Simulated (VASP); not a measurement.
# Al2Cu (I4/mcm) in VASP: single point with PBE

Aim: the single point of Al2Cu with PBE.

All numbers are computed with VASP 6.6.1; they aren't measurements. Logs are shortened: lines on timing, memory, paths and dates and some standing lists are left out, and cuts for length are marked.

## Step 1: The cell of the first run

Symmetry: I4/mcm, No. 140, tetragonal system. The conventional cell has a = 6.234 Å, b = 6.234 Å, c = 5.030 Å, α = 90.00°, β = 90.00°, γ = 90.00°. Within 3.5 Å of Al (site symmetry m2m) lie 4 Cu at 2.66 Å and 11 Al at 2.80 to 3.32 Å. Cu (site symmetry 422) has 2 Cu at 2.51 Å and 8 Al at 2.66 Å within 3.3 Å.

## Step 2: Single point, PBE (strain +0.030 along x and y, +0.030 along z)

File INCAR:

```
SYSTEM = Al2Cu
PREC     = Accurate       ! precision mode
ENCUT    = 520            ! plane-wave cutoff, eV
EDIFF    = 1E-6           ! SCF threshold, eV
ISMEAR   = 0              ! smearing method
SIGMA    = 0.15           ! smearing width, eV
LREAL    = .FALSE.        ! projectors in reciprocal space
LASPH    = .TRUE.         ! aspherical terms in the spheres
NELM     = 100            ! most SCF steps
ALGO     = Fast           ! electronic algorithm
ISIF     = 2              ! what is computed and relaxed
LWAVE    = .FALSE.        ! write WAVECAR
LCHARG   = .FALSE.        ! write CHGCAR
GGA      = PE             ! functional
NBANDS   = 26             ! bands
```

File KPOINTS:

```
Automatic mesh
0
G
  12 12 12
  0 0 0
```

File POSCAR:

```
Al2Cu
1.0
   -3.1169745482      3.1169745482      2.5148659737
    3.1169745482     -3.1169745482      2.5148659737
    3.1169745482      3.1169745482     -2.5148659737
Al Cu
4 2
Direct
    0.1587211842      0.6587211842      0.8174423684
    0.6587211842      0.8412788158      0.5000000000
    0.8412788158      0.3412788158      0.1825576316
    0.3412788158      0.1587211842      0.5000000000
    0.7500000000      0.7500000000      0.0000000000
    0.2500000000      0.2500000000      0.0000000000
```

Potentials or basis: VASP PAW PBE potentials, release 64 (Al, Cu).

The run is started by

```sh
$ cat potpaw_PBE.64/Al/POTCAR potpaw_PBE.64/Cu/POTCAR > POTCAR
$ mpirun -np 1 vasp_std > vasp.out
```

OUTCAR:

```text
SYSTEM = Al2Cu
   PREC = Accurate
   ENCUT = 520
   EDIFF = 1E-6
   ISMEAR = 0
   LREAL = .FALSE.
   LASPH = .TRUE.
   NELM = 100
   ISIF = 2
   GGA = PE

 ion  position               nearest neighbor table
   1  0.159  0.659  0.817-   5 2.66   6 2.66   5 2.66   6 2.66   3 2.80   3 2.99   3 2.99   2 3.20
                             4 3.20   4 3.20   2 3.20   2 3.32   4 3.32   4 3.32   2 3.32
   2  0.659  0.841  0.500-   6 2.66   5 2.66   5 2.66   6 2.66   4 2.80   4 2.99   4 2.99   1 3.20
                             3 3.20   1 3.20   3 3.20   1 3.32   3 3.32   3 3.32   1 3.32
   3  0.841  0.341  0.183-   5 2.66   6 2.66   5 2.66   6 2.66   1 2.80   1 2.99   1 2.99   4 3.20
                             2 3.20   2 3.20   4 3.20   4 3.32   2 3.32   4 3.32   2 3.32
   4  0.341  0.159  0.500-   5 2.66   6 2.66   6 2.66   5 2.66   2 2.80   2 2.99   2 2.99   1 3.20
                             3 3.20   1 3.20   3 3.20   1 3.32   3 3.32   1 3.32   3 3.32
   5  0.750  0.750  0.000-   6 2.51   6 2.51   1 2.66   3 2.66   1 2.66   3 2.66   2 2.66   4 2.66
                             4 2.66   2 2.66
   6  0.250  0.250  0.000-   5 2.51   5 2.51   1 2.66   3 2.66   1 2.66   3 2.66   4 2.66   4 2.66
                             2 2.66   2 2.66

  LATTYP: Found a body centered tetragonal cell.
 ALAT       =     6.2339490964
 C/A-ratio  =     0.8068291655

  Lattice vectors:

 A1 = (  -3.1169745482,   3.1169745482,   2.5148659737)
 A2 = (   3.1169745482,  -3.1169745482,   2.5148659737)
 A3 = (   3.1169745482,   3.1169745482,  -2.5148659737)

Analysis of symmetry for initial positions (statically):
=====================================================================
 Subroutine PRICEL returns:
 Original cell was already a primitive cell.

 Routine SETGRP: Setting up the symmetry group for a
 body centered tetragonal supercell.

 Subroutine GETGRP returns: Found 16 space group operations
 (whereof  8 operations were pure point group operations)
 out of a pool of 16 trial point group operations.

The static configuration has the point symmetry C_4h.
 The point group associated with its full space group is D_4h.

Analysis of symmetry for dynamics (positions and initial velocities):
=====================================================================
 Subroutine PRICEL returns:
 Original cell was already a primitive cell.

 Routine SETGRP: Setting up the symmetry group for a
 body centered tetragonal supercell.

 Subroutine GETGRP returns: Found 16 space group operations
 (whereof  8 operations were pure point group operations)
 out of a pool of 16 trial point group operations.

The dynamic configuration has the point symmetry C_4h.
 The point group associated with its full space group is D_4h.

[... 114 lines left out ...]
   POTIM  = 0.5000    time-step for ionic-motion
   TEBEG  =    0.0;   TEEND  =   0.0 temperature during run
   PSTRESS=    0.0 pullay stress
   NELECT =      34.0000    total number of electrons
   NUPDOWN=      -1.0000    fix difference up-down
   EMIN   =  10.00;   EMAX   =-10.00  energy-range for DOS
   EFERMI =   0.00;   METHOD = LEGACY
   ISMEAR =     0;   SIGMA  =   0.15  broadening in eV -4-tet -1-fermi 0-gaus
   EFERMI_NEDOS =   21; number of points for ismear=-14 and -15
   IALGO  =     68    algorithm
   IMIX   =      4    mixing-type and parameters
     AMIX     =   0.40;   BMIX     =  1.00
     AMIX_MAG =   1.60;   BMIX_MAG =  1.00
  volume/ion in A,a.u.               =      16.29       109.92
  Fermi-wavevector in a.u.,A,eV,Ry     =   1.151385  2.175803 18.037082  1.325688
  Thomas-Fermi vector in A             =   2.288043
   LORBIT       =      0    0 simple, 1 ext, 2 COOP (PROOUT), +10 PAW based schemes
   GGA     = PE    functional components
   LHFCALC =     F    Hartree Fock is set to
   AEXX    =    0.0000 exact exchange contribution
   IVDW    =     0    specifies the selected vdW correction
   LEPSILON=     F    determine dielectric tensor
   LRPA    =     F    only Hartree local field effects (RPA)
 non-spin polarized calculation
 RMM-DIIS sequential band-by-band and
 Gauss-broadening in eV      SIGMA  =   0.15
  energy-cutoff  :      520.00
  volume of cell :       97.73
 maximum number of plane-waves:      2655
 NGX is ok and might be reduce to    40
   NGX = 19   NGY = 19   NGZ = 19

 number of electron      34.0000030 magnetization

 Free energy of the ion-electron system (eV)
  ---------------------------------------------------
  ext. energy  EPLUGINS =         0.00000000
  ---------------------------------------------------
  free energy    TOTEN  =       -23.19965271 eV

  energy without entropy =      -23.17642076  energy(sigma->0) =      -23.18803673

 E-fermi :   6.9932     XC(G=0): -10.4890

 val. band max:        6.9884616059   @ k =   0.3333   0.0833   0.0833
 cond. band min:       6.9956849096   @ k =   0.5000   0.1667   0.0833
 fundamental gap:      0.0072233038
 Fermi energy:         6.9931796254

 k-point     1 :       0.0000    0.0000    0.0000
  band No.  band energies     occupation
      1      -3.1030      2.00000
      2       2.1154      2.00000
      3       2.3512      2.00000
      4       2.3512      2.00000
      5       2.4022      2.00000
      6       3.1830      2.00000
[... 685 lines left out ...]
     25      12.5032      0.00000
     26      13.8138      0.00000

 [... further k-points ...]

------------------------ aborting loop because EDIFF is reached ----------------------------------------

  FORCE on cell =-STRESS in cart. coord.  units (eV):
  Direction    XX          YY          ZZ          XY          YZ          ZX
  --------------------------------------------------------------------------------------
  -------------------------------------------------------------------------------------
  Total       -4.3626310     -4.3626310     -4.3533308      0.0000000      0.0000000      0.0000000
  in kB      -71.5183884    -71.5183884    -71.3659254      0.0000000      0.0000000      0.0000000
  external PRESSURE =     -71.4675674 kB  Pullay stress =       0.0000000 kB

 VOLUME and BASIS-vectors are now :
 -----------------------------------------------------------------------------
  energy-cutoff  :      520.00
  volume of cell :       97.73
      direct lattice vectors                 reciprocal lattice vectors
    -3.116974548  3.116974548  2.514865974     0.000000000  0.160411961  0.198817752
     3.116974548 -3.116974548  2.514865974     0.160411961  0.000000000  0.198817752
     3.116974548  3.116974548 -2.514865974     0.160411961  0.160411961  0.000000000

 POSITION                                       TOTAL-FORCE (eV/Angst)
 -----------------------------------------------------------------------------------
      4.10643      0.98946     -0.00000         0.013310      0.013310     -0.000000
      2.12751      0.98946      2.51487        -0.013310      0.013310      0.000000
     -0.98946      2.12751      2.51487        -0.013310     -0.013310      0.000000
      0.98946      2.12751      0.00000         0.013310     -0.013310      0.000000
      0.00000      0.00000      3.77230        -0.000000     -0.000000      0.000000
      0.00000      0.00000      1.25743        -0.000000     -0.000000      0.000000
 -----------------------------------------------------------------------------------
    total drift:                               -0.000000     -0.000000      0.000000

  FREE ENERGIE OF THE ION-ELECTRON SYSTEM (eV)
  ---------------------------------------------------
  free  energy   TOTEN  =       -23.1996527057 eV

  energy  without entropy=      -23.1764207628  energy(sigma->0) =      -23.18803673
```

stdout:

```text
POSCAR found type information on POSCAR AlCu
 POSCAR found :  2 types and       6 ions
 scaLAPACK will be used
 LDA part: xc-table for (Slater+PW92), standard interpolation
 POSCAR, INCAR and KPOINTS ok, starting setup
 FFT: planning ... GRIDC
 FFT: planning ... GRID_SOFT
 FFT: planning ... GRID
 WAVECAR not read
 entering main loop
```

Run time: 12 min. Hardware: 1 thread of Intel Xeon 8259CL, shared host; peak memory 0.49 GiB.

What came out:

- Free energy: -23.1997 eV
- Pressure: -7.1 GPa
- Largest force: 0.019 eV/Å
- Band gap on the k mesh: zero (bands 17 and 18 overlap by 4.12 eV)

Forces in eV/Å, atoms in the order of the input:
```
Al   0.013  0.013  0.000
Al  -0.013  0.013  0.000
Al  -0.013 -0.013  0.000
Al   0.013 -0.013  0.000
Cu   0.000  0.000  0.000
Cu   0.000  0.000  0.000
```

Caveat: the cell differs from its parent crystal (strain +0.030 along x and y, +0.030 along z); the cell stands under tension.
